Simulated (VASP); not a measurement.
# Se (P3_121) in VASP: notebook, part 2 of 2

VASP 6.6.1. The steps go on from the part before.

## (3) Single point, PBE

This run uses another cell than the first one, of 20.91 Å³/atom, 0.738 times its volume.

File INCAR:

```
SYSTEM = Se
PREC = Accurate
ENCUT = 520
EDIFF = 1E-6
ISMEAR = -1
SIGMA = 0.05
LREAL = .False.
LASPH = .True.
NELM = 60
ALGO = Normal
ISIF = 2
LWAVE = .False.
LCHARG = .False.
GGA = PE
NBANDS = 16
```

File KPOINTS:

```
Automatic mesh
0
Gamma
  7 7 6
  0 0 0
```

File POSCAR:

```
Se
1.0
    3.7497986935      0.0000000000      0.0000000000
   -1.8748993468      3.2474209277      0.0000000000
    0.0000000000      0.0000000000      5.1516323015
Se
3
Direct
    0.7270816339      0.7270816339      0.0000000000
    0.0000000000      0.2729183661      0.6666666667
    0.2729183661      0.0000000000      0.3333333333
```

Potentials or basis: VASP PAW PBE potentials, release 64 (Se).

On the command line:

```
$ cat potpaw_PBE.64/Se/POTCAR > POTCAR
$ mpirun -np 1 vasp_std > vasp.out
```

Run time: 28 s. Hardware: 1 thread of Intel Xeon Platinum 8259CL at 2.50GHz (Skylake/Cascade Lake), shared host; peak memory 0.18 GiB.

The run converged. Its results:

| Item | Value |
| --- | --- |
| Free energy | -10.0522 eV |
| Pressure | 10.1 GPa |
| Largest force | 0.018 eV/Å |
| Band gap on the k mesh | 0.68 eV, indirect (least direct gap 0.80 eV) |

Forces on the atoms (eV/Å):
```
Se  -0.009 -0.015  0.000
Se  -0.009  0.015  0.000
Se   0.018  0.000  0.000
```

Stress tensor (GPa, compression positive):
```
10.09  0.00  0.00
 0.00 10.09  0.00
 0.00  0.00 10.18
```

Levels at points of the mesh, in eV from the valence-band top:
| k point | band 5 | band 6 | band 7 | band 8 | band 9 | band 10 | band 11 | band 12 | band 13 | band 14 |
| --- | --- | --- | --- | --- | --- | --- | --- | --- | --- | --- |
| (0.00, 0.00, 0.00) | -3.02 | -3.02 | -1.89 | -1.89 | -0.90 | 1.49 | 1.49 | 2.39 | 6.31 | 6.31 |
| (0.00, 0.00, 0.50) | -3.02 | -3.02 | -1.43 | -0.93 | -0.93 | 0.68 | 0.85 | 0.85 | 4.90 | 6.79 |

## (4) Single point, PBE

This run uses another cell than the first one, of 22.79 Å³/atom, 0.804 times its volume.

File INCAR:

```
  PREC = Accurate
  ENCUT = 520
  EDIFF = 1E-6
  ISMEAR = -1
  SIGMA = 0.05
  LREAL = False
  LASPH = True
  NELM = 60
  ALGO = Normal
  ISIF = 2
  LWAVE = False
  LCHARG = False
  GGA = PE
  NBANDS = 16
```

File KPOINTS:

```
Automatic mesh
0
Gamma
  7 7 6
```

File POSCAR:

```
Se
1.0
    3.9163140904      0.0000000000      0.0000000000
   -1.9581570452      3.3916274915      0.0000000000
    0.0000000000      0.0000000000      5.1481361310
Se
3
Direct
    0.7411572815      0.7411572815      0.0000000000
    0.0000000000      0.2588427185      0.6666666667
    0.2588427185      0.0000000000      0.3333333333
```

Potentials or basis: VASP PAW PBE potentials, release 64 (Se).

On the command line:

```
$ cat potpaw_PBE.64/Se/POTCAR > POTCAR
$ mpirun -np 1 vasp_std > vasp.out
```

OUTCAR:

```text
PREC = Accurate
   ENCUT = 520
   EDIFF = 1E-6
   ISMEAR = -1
   LREAL = False
   LASPH = True
   NELM = 60
   ISIF = 2
   GGA = PE

 ion  position               nearest neighbor table
   1  0.741  0.741  0.000-   3 2.46   2 2.46
   2  0.000  0.259  0.667-   1 2.46   3 2.46
   3  0.259  0.000  0.333-   1 2.46   2 2.46

  LATTYP: Found a hexagonal cell.
 ALAT       =     3.9163140904
 C/A-ratio  =     1.3145360694

[... 650 lines left out ...]

  FORCE on cell =-STRESS in cart. coord.  units (eV):
  Direction    XX          YY          ZZ          XY          YZ          ZX
  --------------------------------------------------------------------------------------
  -------------------------------------------------------------------------------------
  Total        2.1698019      2.1698019      2.1940712      0.0000000      0.0000000      0.0000000
  in kB       50.8387650     50.8387650     51.4073975      0.0000000      0.0000000      0.0000000
  external PRESSURE =      51.0283092 kB  Pullay stress =       0.0000000 kB

 VOLUME and BASIS-vectors are now :
 -----------------------------------------------------------------------------
  energy-cutoff  :      520.00
  volume of cell :       68.38
      direct lattice vectors                 reciprocal lattice vectors
     3.916314090  0.000000000  0.000000000     0.255342135  0.147421850  0.000000000
    -1.958157045  3.391627491  0.000000000     0.000000000  0.294843700  0.000000000
     0.000000000  0.000000000  5.148136131     0.000000000  0.000000000  0.194245058

 POSITION                                       TOTAL-FORCE (eV/Angst)
 -----------------------------------------------------------------------------------
      1.45130      2.51373      0.00000        -0.010300     -0.017840      0.000000
     -0.50685      0.87790      3.43209        -0.010300      0.017840      0.000000
      1.01371      0.00000      1.71605         0.020599      0.000000     -0.000000
 -----------------------------------------------------------------------------------
    total drift:                               -0.000001     -0.000001     -0.000000

  FREE ENERGIE OF THE ION-ELECTRON SYSTEM (eV)
  ---------------------------------------------------
  free  energy   TOTEN  =       -10.3079284555 eV

  energy  without entropy=      -10.3079179604  energy(sigma->0) =      -10.30792321
```

Wall time 35 s (1 thread of Intel Xeon Platinum 8259CL at 2.50GHz (Skylake/Cascade Lake), shared host); peak memory 0.19 GiB.

What came out:

```
Free energy            : -10.3079 eV
Pressure               : 5.1 GPa
Largest force          : 0.021 eV/Å
Band gap on the k mesh : 0.85 eV, indirect (least direct gap 1.03 eV)
```

Forces on the atoms (eV/Å):
```
Se  -0.010 -0.018  0.000
Se  -0.010  0.018  0.000
Se   0.021  0.000  0.000
```

A k mesh can miss the band edges. PBE gaps usually lie below the measured ones, often by a third to a half.

## (5) Summary

| cell | k mesh | gap on the mesh (eV) | pressure (GPa) | largest force (eV/Å) |
| --- | --- | --- | --- | --- |
| a = 4.366, b = 4.366, c = 5.152 Å, angles 90.0, 90.0, 120.0°, 3 atoms | 6 × 6 × 5 | 1.16 | -0.1 | - |
| a = 3.750, b = 3.750, c = 5.152 Å, angles 90.0, 90.0, 120.0°, 3 atoms | 7 × 7 × 6 | 0.68 | 10.1 | 0.02 |
| a = 3.916, b = 3.916, c = 5.148 Å, angles 90.0, 90.0, 120.0°, 3 atoms | 7 × 7 × 6 | 0.85 | 5.1 | 0.02 |

Alike in all rows: task single point; level PBE; potentials or basis VASP PAW PBE potentials, release 64 (Se); no spin polarisation; cutoff (eV) 520; smearing fermi-dirac 0.05 eV.

Absolute energies hang on the potentials; compare differences alone.
